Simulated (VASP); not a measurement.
# Si8Ni4B (a cell with a defect) in VASP: settings compared, part 2 of 4

VASP 6.6.1.

### Step 3. Single point, LDA

Contents of INCAR:

```
SYSTEM = Si8Ni4B
ALGO = Normal
EDIFF = 1E-6
ENCUT = 520
GGA_COMPAT = .FALSE.
ISIF = 2
ISMEAR = 1
LASPH = .TRUE.
LCHARG = .TRUE.
LELF = .TRUE.
LREAL = .FALSE.
LVHAR = .TRUE.
LWAVE = .FALSE.
NBANDS = 50
NELM = 120
PREC = Accurate
SIGMA = 0.1
```

Contents of KPOINTS:

```
k-points
0
G
  3 3 3
  0 0 0
```

Contents of POSCAR:

```
Si8Ni4B
1.0
    5.4428764300      0.0000000000      0.0000000000
    0.0000000000      5.4428764300      0.0000000000
    0.0000000000      0.0000000000      5.4428764300
Si Ni B
8 4 1
Direct
    0.2292360700      0.2610932500      0.2621317700
    0.2589762800      0.7394928600      0.7404443200
    0.7371209300      0.2612894600      0.7701737600
    0.7374862500      0.7692309700      0.2619560700
    0.2408843700      0.2696102900      0.7585058200
    0.2401713800      0.7582640300      0.2698352200
    0.7837585600      0.2146717700      0.2157386300
    0.7292480900      0.7579636700      0.7589392400
    0.0138062700     -0.0148051000     -0.0148316700
   -0.0320807600      0.5096175600      0.5104664100
    0.4888976700      0.0301829500      0.5104763100
    0.4888881200      0.5096150900      0.0317919800
    0.5789797400      0.4191853000      0.4206608700
```

Potentials or basis: VASP PAW LDA potentials, release 64 (Si, Ni, B).

Started as:

```console
cat potpaw_LDA.64/Si/POTCAR potpaw_LDA.64/Ni/POTCAR potpaw_LDA.64/B/POTCAR > POTCAR
mpirun -np 1 vasp_std > vasp.out
```

OUTCAR:

```text
SYSTEM = Si8Ni4B
   EDIFF = 1E-6
   ENCUT = 520
   ISIF = 2
   ISMEAR = 1
   LASPH = .TRUE.
   LREAL = .FALSE.
   NELM = 120
   PREC = Accurate

 ion  position               nearest neighbor table
   1  0.229  0.261  0.262-  13 2.26  12 2.32  11 2.32  10 2.38   9 2.43   7 2.45   5 2.70   6 2.71
                             6 2.74   5 2.74   7 3.04
   2  0.259  0.739  0.740-   9 2.31  11 2.37  10 2.38  12 2.38   5 2.56   8 2.56   6 2.57   6 2.89
                             8 2.89   5 2.89
   3  0.737  0.261  0.770-  13 2.26  10 2.32  11 2.32  12 2.38   9 2.43   7 2.45   5 2.70   8 2.70
                             8 2.74   5 2.74   7 3.04
   4  0.737  0.769  0.262-  13 2.26  12 2.32  10 2.32  11 2.38   9 2.43   7 2.45   8 2.71   6 2.71
                             6 2.74   8 2.74   7 3.04
   5  0.241  0.270  0.759-  11 2.31   9 2.33  10 2.40  12 2.40   2 2.56   3 2.70   1 2.70   1 2.74
                             3 2.74   2 2.89
   6  0.240  0.758  0.270-  12 2.31   9 2.33  11 2.40  10 2.40   2 2.57   1 2.71   4 2.71   4 2.74
                             1 2.74   2 2.89
   7  0.784  0.215  0.216-  13 1.93   9 2.17   4 2.45   1 2.45   3 2.45  10 2.48  12 2.48  11 2.48
                             3 3.04   1 3.04   4 3.04
   8  0.729  0.758  0.759-  10 2.31   9 2.33  11 2.39  12 2.40   2 2.56   3 2.70   4 2.71   4 2.74
                             3 2.74   2 2.89
   9  0.014  0.985  0.985-   7 2.17   2 2.31   6 2.33   8 2.33   5 2.33   3 2.43   1 2.43   4 2.43

  10  0.968  0.510  0.510-  13 2.23   8 2.31   4 2.32   3 2.32   2 2.38   1 2.38   5 2.40   6 2.40
                             7 2.48
  11  0.489  0.030  0.510-  13 2.23   5 2.31   1 2.32   3 2.32   2 2.37   4 2.38   8 2.39   6 2.40
                             7 2.48
  12  0.489  0.510  0.032-  13 2.23   6 2.31   4 2.32   1 2.32   2 2.38   3 2.38   5 2.40   8 2.40
                             7 2.48
  13  0.579  0.419  0.421-   7 1.93  11 2.23  12 2.23  10 2.23   3 2.26   1 2.26   4 2.26

  LATTYP: Found a simple cubic cell.
 ALAT       =     5.4428764300

  Lattice vectors:

 A1 = (   5.4428764300,   0.0000000000,   0.0000000000)
 A2 = (   0.0000000000,   5.4428764300,   0.0000000000)
 A3 = (   0.0000000000,   0.0000000000,   5.4428764300)

Analysis of symmetry for initial positions (statically):
=====================================================================
[... 177 lines left out ...]
  ext. energy  EPLUGINS =         0.00000000
  ---------------------------------------------------
  free energy    TOTEN  =       -83.42618876 eV

  energy without entropy =      -83.41380290  energy(sigma->0) =      -83.42206014

 E-fermi :  10.5898     XC(G=0): -11.8993

 val. band max:       10.5751565669   @ k =   0.3333   0.0000   0.3333
 cond. band min:      10.6546504843   @ k =   0.3333  -0.3333   0.3333
 fundamental gap:      0.0794939174
 Fermi energy:        10.5897551935

 k-point     1 :       0.0000    0.0000    0.0000
  band No.  band energies     occupation
      1      -3.7527      2.00000
      2      -0.0221      2.00000
      3       0.3822      2.00000
      4       0.3834      2.00000
      5       0.9321      2.00000
      6       2.3924      2.00000
[... 717 lines left out ...]
     48      13.6140      0.00000
     49      14.0433      0.00000
 [bands above 49 left out]

------------------------ aborting loop because EDIFF is reached ----------------------------------------

  FORCE on cell =-STRESS in cart. coord.  units (eV):
  Direction    XX          YY          ZZ          XY          YZ          ZX
  --------------------------------------------------------------------------------------
  -------------------------------------------------------------------------------------
  Total       -0.5956189     -0.5181890     -0.6650387     -2.2960292      2.2706209     -2.2350420
  in kB       -5.9182546     -5.1488867     -6.6080308    -22.8140591     22.5615947    -22.2080714
  external PRESSURE =      -5.8917240 kB  Pullay stress =       0.0000000 kB

 VOLUME and BASIS-vectors are now :
 -----------------------------------------------------------------------------
  energy-cutoff  :      520.00
  volume of cell :      161.24
      direct lattice vectors                 reciprocal lattice vectors
     5.442876430  0.000000000  0.000000000     0.183726383  0.000000000  0.000000000
     0.000000000  5.442876430  0.000000000     0.000000000  0.183726383  0.000000000
     0.000000000  0.000000000  5.442876430     0.000000000  0.000000000  0.183726383

 POSITION                                       TOTAL-FORCE (eV/Angst)
 -----------------------------------------------------------------------------------
      1.24770      1.42110      1.42675         0.055707      0.022499      0.020919
      1.40958      4.02497      4.03015        -0.023715      0.022824      0.023431
      4.01206      1.42217      4.19196        -0.020572      0.021849     -0.054820
      4.01405      4.18683      1.42579        -0.021566     -0.055605      0.021112
      1.31110      1.46746      4.12845        -0.000218     -0.021454      0.000178
      1.30722      4.12714      1.46868         0.001901     -0.000579     -0.022669
      4.26590      1.16843      1.17424        -0.016797      0.015503      0.015940
      3.96921      4.12550      4.13081         0.022680     -0.000377     -0.002068
      0.07515      5.36229      5.36215        -0.053668      0.052774      0.054323
      5.26826      2.77379      2.77841        -0.094873      0.013999      0.013728
      2.66101      0.16428      2.77846        -0.012984      0.093245      0.012668
      2.66096      2.77377      0.17304        -0.013642      0.014040      0.094762
      3.15132      2.28157      2.28961         0.177748     -0.178719     -0.177505
 -----------------------------------------------------------------------------------
    total drift:                               -0.000858      0.001097      0.001081

  FREE ENERGIE OF THE ION-ELECTRON SYSTEM (eV)
  ---------------------------------------------------
  free  energy   TOTEN  =       -83.4261887560 eV

  energy  without entropy=      -83.4138029033  energy(sigma->0) =      -83.42206014
```

OSZICAR:

```text
N       E                     dE             d eps       ncg     rms          rms(c)
DAV:   1     0.503857858311E+03    0.50386E+03   -0.30584E+04  1400   0.158E+03
DAV:   2    -0.356794019289E+02   -0.53954E+03   -0.51700E+03  1402   0.368E+02
DAV:   3    -0.902736673993E+02   -0.54594E+02   -0.51363E+02  1610   0.127E+02
DAV:   4    -0.933014058981E+02   -0.30277E+01   -0.29717E+01  1736   0.276E+01
DAV:   5    -0.934266613200E+02   -0.12526E+00   -0.12487E+00  1872   0.559E+00    0.352E+01
DAV:   6    -0.115661300401E+03   -0.22235E+02   -0.29668E+02  1784   0.224E+02    0.604E+01
DAV:   7    -0.850302664162E+02    0.30631E+02   -0.75173E+01  1726   0.135E+02    0.151E+01
DAV:   8    -0.836466915223E+02    0.13836E+01   -0.25955E+01  2154   0.526E+01    0.711E+00
DAV:   9    -0.834574606007E+02    0.18923E+00   -0.30658E+00  2134   0.179E+01    0.213E+00
DAV:  10    -0.834788344755E+02   -0.21374E-01   -0.45611E-01  1894   0.145E+01    0.250E+00
DAV:  11    -0.834322799398E+02    0.46555E-01   -0.13618E-01  1894   0.952E+00    0.102E+00
DAV:  12    -0.834283227737E+02    0.39572E-02   -0.34780E-02  2096   0.164E+00    0.500E-01
DAV:  13    -0.834271235274E+02    0.11992E-02   -0.11384E-02  1838   0.241E+00    0.343E-01
DAV:  14    -0.834263770370E+02    0.74649E-03   -0.44453E-03  2144   0.148E+00    0.174E-01
DAV:  15    -0.834262441054E+02    0.13293E-03   -0.71248E-04  2088   0.425E-01    0.994E-02
DAV:  16    -0.834261898320E+02    0.54273E-04   -0.16277E-04  2208   0.151E-01    0.409E-02
DAV:  17    -0.834261890645E+02    0.76749E-06   -0.53168E-05  2094   0.794E-02    0.134E-02
DAV:  18    -0.834261887560E+02    0.30852E-06   -0.71781E-06  1760   0.461E-02
   1 F= -.83426189E+02 E0= -.83422060E+02  d E =-.123859E-01
```

stdout:

```text
POSCAR found type information on POSCAR SiNiB
 POSCAR found :  3 types and      13 ions
 scaLAPACK will be used
 LDA part: xc-table for (Slater(with rela. corr.)+CA(PZ))
 , standard interpolation
 POSCAR, INCAR and KPOINTS ok, starting setup
 FFT: planning ... GRIDC
 FFT: planning ... GRID_SOFT
 FFT: planning ... GRID
 WAVECAR not read
 entering main loop
```

Wall time 58 s (1 thread of Intel Xeon 6975P-C (Granite Rapids), shared host); peak memory 0.25 GiB.

What came out:

```yaml
Free_energy: -83.4262 eV
Pressure: -0.6 GPa
Largest_force: 0.308 eV/Å
Band_gap_on_the_k_mesh: zero (an odd number of electrons rules out a gap without spin polarisation)
```

Forces on the atoms (eV/Å):
```
Si   0.056  0.022  0.021
Si  -0.024  0.023  0.023
Si  -0.021  0.022 -0.055
Si  -0.022 -0.056  0.021
Si   0.000 -0.021  0.000
Si   0.002 -0.001 -0.023
Si  -0.017  0.016  0.016
Si   0.023  0.000 -0.002
Ni  -0.054  0.053  0.054
Ni  -0.095  0.014  0.014
Ni  -0.013  0.093  0.013
Ni  -0.014  0.014  0.095
B    0.178 -0.179 -0.178
```

Levels at points of the mesh, in eV from the Fermi level:
| k point | band 34 | band 35 | band 36 | band 37 | band 38 | band 39 | band 40 | band 41 |
| --- | --- | --- | --- | --- | --- | --- | --- | --- |
| (0.00, 0.00, 0.00) | -1.61 | -0.85 | -0.73 | -0.73 | -0.60 | 0.70 | 0.71 | 1.17 |

Caveat: the k points lie up to 0.38 Å⁻¹ apart, too coarse for converged energies and pressures of a metal.

(Part 2 of 4 ends here.)
